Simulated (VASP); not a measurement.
# Y (Pm-3m) in VASP: a series of runs, part 2 of 3

VASP 6.6.1. The steps go on from the part before.

## 3. Single point, r2SCAN

This run uses another cell than the first one, of 34.49 Å³/atom, 1.010 times its volume.

Contents of POSCAR:

```
Y
1.0
    3.2550620727      0.0000000000      0.0000000000
    0.0000000000      3.2550620727      0.0000000000
    0.0000000000      0.0000000000      3.2550620727
Y
1
Direct
    0.0000000000      0.0000000000      0.0000000000
```

Contents of INCAR.step1:

```
SYSTEM = Y
PREC = Accurate
ENCUT = 520
ISMEAR = -1
SIGMA = 0.1
LREAL = .FALSE.
LASPH = .TRUE.
NELM = 60
NBANDS = 12
GGA = PE
ALGO = Normal
EDIFF = 1E-4
LWAVE = .TRUE.
LCHARG = .FALSE.
```

Contents of INCAR.step2:

```
SYSTEM = Y
PREC = Accurate
ENCUT = 520
EDIFF = 1E-6
ISMEAR = -1
SIGMA = 0.1
LREAL = .FALSE.
LASPH = .TRUE.
NELM = 60
ALGO = Normal
ISIF = 2
LWAVE = .FALSE.
LCHARG = .FALSE.
METAGGA = R2SCAN
LMIXTAU = .TRUE.
NBANDS = 12
ISTART = 1
```

Contents of KPOINTS:

```
regular mesh
0
G
  8 8 8
  0 0 0
```

Potentials or basis: VASP PAW PBE potentials, release 64 (Y_sv).

Run with:

```console
cat potpaw_PBE.64/Y_sv/POTCAR > POTCAR
cp INCAR.step1 INCAR
mpirun -np 1 vasp_std > vasp.out
cp INCAR.step2 INCAR
mpirun -np 1 vasp_std > vasp.out
```

OUTCAR:

```text
SYSTEM = Y
   PREC = Accurate
   ENCUT = 520
   EDIFF = 1E-6
   ISMEAR = -1
   LREAL = .FALSE.
   LASPH = .TRUE.
   NELM = 60
   ISIF = 2
   METAGGA = R2SCAN
   ISTART = 1

 ion  position               nearest neighbor table
   1  0.000  0.000  0.000-

  LATTYP: Found a simple cubic cell.
 ALAT       =     3.2550620727

  Lattice vectors:

 A1 = (   3.2550620727,   0.0000000000,   0.0000000000)
 A2 = (   0.0000000000,   3.2550620727,   0.0000000000)
 A3 = (   0.0000000000,   0.0000000000,   3.2550620727)

Analysis of symmetry for initial positions (statically):
=====================================================================
 Subroutine PRICEL returns:
 Original cell was already a primitive cell.

 Routine SETGRP: Setting up the symmetry group for a
 simple cubic supercell.

 Subroutine GETGRP returns: Found 48 space group operations
[... 9 lines left out ...]

 Routine SETGRP: Setting up the symmetry group for a
 simple cubic supercell.

 Subroutine GETGRP returns: Found 48 space group operations
[... 11 lines left out ...]
                                     Primitive cell

  volume of cell :      34.4888

  direct lattice vectors                    reciprocal lattice vectors
     3.255062073  0.000000000  0.000000000     0.307213804  0.000000000  0.000000000
     0.000000000  3.255062073  0.000000000     0.000000000  0.307213804  0.000000000
     0.000000000  0.000000000  3.255062073     0.000000000  0.000000000  0.307213804

  length of vectors
     3.255062073  3.255062073  3.255062073     0.307213804  0.307213804  0.307213804

  position of ions in fractional coordinates (direct lattice)
     0.000000000  0.000000000  0.000000000

  ion indices of the primitive-cell ions
   primitive index   ion index
                 1           1

----------------------------------------------------------------------------------------

 KPOINTS: regular mesh

Automatic generation of k-mesh.
 Grid dimensions read from file:
 generate k-points for:    8    8    8

 Generating k-lattice:

  Cartesian coordinates                     Fractional coordinates (reciprocal lattice)
     0.038401725  0.000000000  0.000000000     0.125000000  0.000000000  0.000000000
     0.000000000  0.038401725  0.000000000     0.000000000  0.125000000  0.000000000
     0.000000000  0.000000000  0.038401725     0.000000000  0.000000000  0.125000000

  Length of vectors
     0.038401725  0.038401725  0.038401725

  Shift w.r.t. Gamma in fractional coordinates (k-lattice)
     0.000000000  0.000000000  0.000000000

 Subroutine IBZKPT returns following result:
 ===========================================

 Found     35 irreducible k-points:

 Following reciprocal coordinates:
            Coordinates               Weight
  0.000000  0.000000  0.000000      1.000000
  0.125000  0.000000  0.000000      6.000000
  0.250000  0.000000  0.000000      6.000000
  0.375000  0.000000  0.000000      6.000000
  0.500000  0.000000  0.000000      3.000000
  0.125000  0.125000  0.000000     12.000000
[... 16 lines left out ...]
  0.375000  0.375000  0.125000     24.000000
  0.500000  0.375000  0.125000     24.000000
 [... further k-points ...]
   k-points           NKPTS =     35   k-points in BZ     NKDIM =     35   number of bands    NBANDS=     12
   number of dos      NEDOS =    301   number of ions     NIONS =      1
   total plane-waves  NPLWV =  13824
   dimension x,y,z NGX =    24 NGY =   24 NGZ =   24
   dimension x,y,z NGXF=    48 NGYF=   48 NGZF=   48
   ions per type =               1
   NGX,Y,Z   is equivalent  to a cutoff of  12.26, 12.26, 12.26 a.u.
   NGXF,Y,Z  is equivalent  to a cutoff of  24.52, 24.52, 24.52 a.u.
 SYSTEM =  Y
   PREC   = accura    normal or accurate (medium, high low for compatibility)
   ISTART =      1    job   : 0-new  1-cont  2-samecut
   ICHARG =      0    charge: 1-file 2-atom 10-const
   ISPIN  =      1    spin polarized calculation?
   LNONCOLLINEAR =      F non collinear calculations
   LSORBIT =      F    spin-orbit coupling
   LASPH  =      T    aspherical Exc in radial PAW
   ENCUT  =  520.0 eV  38.22 Ry    6.18 a.u.   6.05  6.05  6.05*2*pi/ulx,y,z
   NELM   =     60;   NELMIN=  2; NELMDL=  0     # of ELM steps
   EDIFF  = 0.1E-05   stopping-criterion for ELM
   LREAL  =      F    real-space projection
   EDIFFG = 0.1E-04   stopping-criterion for IOM
   NSW    =      0    number of steps for IOM
   IBRION =     -1    ionic relax: 0-MD 1-quasi-New 2-CG
   NFREE  =      0    steps in history (QN), initial steepest desc. (CG)
   ISIF   =      2    stress and relaxation
   ISYM   =      2    0-nonsym 1-usesym 2-fastsym
   POTIM  = 0.5000    time-step for ionic-motion
   TEBEG  =    0.0;   TEEND  =   0.0 temperature during run
   PSTRESS=    0.0 pullay stress
   NELECT =      11.0000    total number of electrons
   NUPDOWN=      -1.0000    fix difference up-down
   EMIN   =  10.00;   EMAX   =-10.00  energy-range for DOS
   EFERMI =   0.00;   METHOD = LEGACY
   ISMEAR =    -1;   SIGMA  =   0.10  broadening in eV -4-tet -1-fermi 0-gaus
   EFERMI_NEDOS =   21; number of points for ismear=-14 and -15
   IALGO  =     38    algorithm
   IMIX   =      4    mixing-type and parameters
     AMIX     =   0.40;   BMIX     =  1.00
     AMIX_MAG =   1.60;   BMIX_MAG =  1.00
  volume/ion in A,a.u.               =      34.49       232.74
  Fermi-wavevector in a.u.,A,eV,Ry     =   1.118527  2.113709 17.022283  1.251103
  Thomas-Fermi vector in A             =   2.255159
   LORBIT       =      0    0 simple, 1 ext, 2 COOP (PROOUT), +10 PAW based schemes
   METAGGA = R2SCAN    functional components
   LHFCALC =     F    Hartree Fock is set to
   AEXX    =    0.0000 exact exchange contribution
   IVDW    =     0    specifies the selected vdW correction
   LEPSILON=     F    determine dielectric tensor
   LRPA    =     F    only Hartree local field effects (RPA)
 non-spin polarized calculation
  energy-cutoff  :      520.00
  volume of cell :       34.49
 maximum number of plane-waves:       952
   NGX = 13   NGY = 13   NGZ = 13

 number of electron      10.9999998 magnetization

 Free energy of the ion-electron system (eV)
  ---------------------------------------------------
  ext. energy  EPLUGINS =         0.00000000
  ---------------------------------------------------
  free energy    TOTEN  =       -19.45040349 eV

  energy without entropy =      -19.37560282  energy(sigma->0) =      -19.41300316

 E-fermi :   2.9299     XC(G=0):  -9.8201

 val. band max:        2.9243189274   @ k =   0.3750   0.1250   0.0000
 cond. band min:       2.9441451033   @ k =   0.5000   0.3750   0.0000
 fundamental gap:      0.0198261760
 Fermi energy:         2.9298895316

 k-point     1 :       0.0000    0.0000    0.0000
  band No.  band energies     occupation
      1     -41.7410      2.00000
      2     -20.7258      2.00000
      3     -20.7258      2.00000
      4     -20.7258      2.00000
      5      -1.8841      2.00000
      6       2.3276      1.99516
      7       2.3276      1.99516
      8       8.3949      0.00000
      9       8.3949      0.00000
     10       8.3949      0.00000
     11      13.5479      0.00000
     12      13.5479      0.00000

 k-point     2 :       0.1250    0.0000    0.0000
  band No.  band energies     occupation
      1     -41.7304      2.00000
      2     -20.8396      2.00000
      3     -20.7160      2.00000
      4     -20.7160      2.00000
      5      -1.5705      2.00000
      6       2.4271      1.98698
      7       2.5805      1.94100
      8       7.8392      0.00000
      9       7.8392      0.00000
     10       8.4320      0.00000
     11      12.2314      0.00000
     12      14.2772      0.00000

 k-point     3 :       0.2500    0.0000    0.0000
  band No.  band energies     occupation
      1     -41.7046      2.00000
      2     -21.1056      2.00000
      3     -20.6924      2.00000
      4     -20.6924      2.00000
      5      -0.7380      2.00000
      6       2.6846      1.84157
      7       3.0881      0.34108
      8       6.8489      0.00000
      9       6.8489      0.00000
     10       8.5236      0.00000
     11      10.6035      0.00000
     12      15.3001      0.00000
[... 286 lines left out ...]
 k-point    23 :       0.3750    0.3750    0.1250
  band No.  band energies     occupation
      1     -41.6082      2.00000
      2     -21.2639      2.00000
      3     -21.2521      2.00000
      4     -20.7170      2.00000
      5       1.2831      2.00000
      6       3.2029      0.12243
      7       4.8096      0.00000
      8       5.0592      0.00000
      9       6.9571      0.00000
     10       7.1009      0.00000
     11      11.0733      0.00000
     12      13.0657      0.00000

 k-point    24 :       0.5000    0.3750    0.1250
  band No.  band energies     occupation
      1     -41.5978      2.00000
      2     -21.3551      2.00000
      3     -21.2428      2.00000
      4     -20.7068      2.00000
      5       1.2037      2.00000
      6       3.4165      0.01530
      7       4.7008      0.00000
      8       5.0112      0.00000
      9       7.1129      0.00000
     10       7.9882      0.00000
     11      10.4443      0.00000
     12      13.3380      0.00000

 [... further k-points ...]
[... 5 lines left out ...]
  --------------------------------------------------------------------------------------
  -------------------------------------------------------------------------------------
  Total        0.0026059      0.0026059      0.0026059      0.0000000     -0.0000000      0.0000000
  in kB        0.1210570      0.1210570      0.1210570      0.0000000     -0.0000000      0.0000000
  external PRESSURE =       0.1210570 kB  Pullay stress =       0.0000000 kB

 VOLUME and BASIS-vectors are now :
 -----------------------------------------------------------------------------
  energy-cutoff  :      520.00
  volume of cell :       34.49
      direct lattice vectors                 reciprocal lattice vectors
     3.255062073  0.000000000  0.000000000     0.307213804  0.000000000  0.000000000
     0.000000000  3.255062073  0.000000000     0.000000000  0.307213804  0.000000000
     0.000000000  0.000000000  3.255062073     0.000000000  0.000000000  0.307213804

 POSITION                                       TOTAL-FORCE (eV/Angst)
 -----------------------------------------------------------------------------------
      0.00000      0.00000      0.00000         0.000000      0.000000      0.000000
 -----------------------------------------------------------------------------------
    total drift:                                0.000000      0.000000      0.000000

  FREE ENERGIE OF THE ION-ELECTRON SYSTEM (eV)
  ---------------------------------------------------
  free  energy   TOTEN  =       -19.4504034929 eV

  energy  without entropy=      -19.3756028244  energy(sigma->0) =      -19.41300316
```

Wall time 35 s (1 thread of Intel Xeon Platinum 8259CL at 2.50GHz (Skylake/Cascade Lake), shared host); peak memory 0.16 GiB.

Results:

| Item | Value |
| --- | --- |
| Free energy | -19.4504 eV |
| Pressure | 0.0 GPa |

Levels at points of the mesh, in eV from the Fermi level:
```
           k point  band 4  band 5  band 6  band 7  band 8  band 9
(0.00, 0.00, 0.00)  -23.66   -4.81   -0.60   -0.60    5.47    5.47
(0.50, 0.00, 0.00)  -23.59   -1.79   -0.33    0.17    2.90    2.90
(0.50, 0.50, 0.00)  -23.53   -2.10    0.28    3.48    3.48    3.55
(0.50, 0.50, 0.50)  -24.18   -0.69   -0.69   -0.69    5.63    7.09
```

Caveat: the PAW data sets were made with another functional, which shifts forces and pressure a little.

(Part 2 of 3 ends here.)
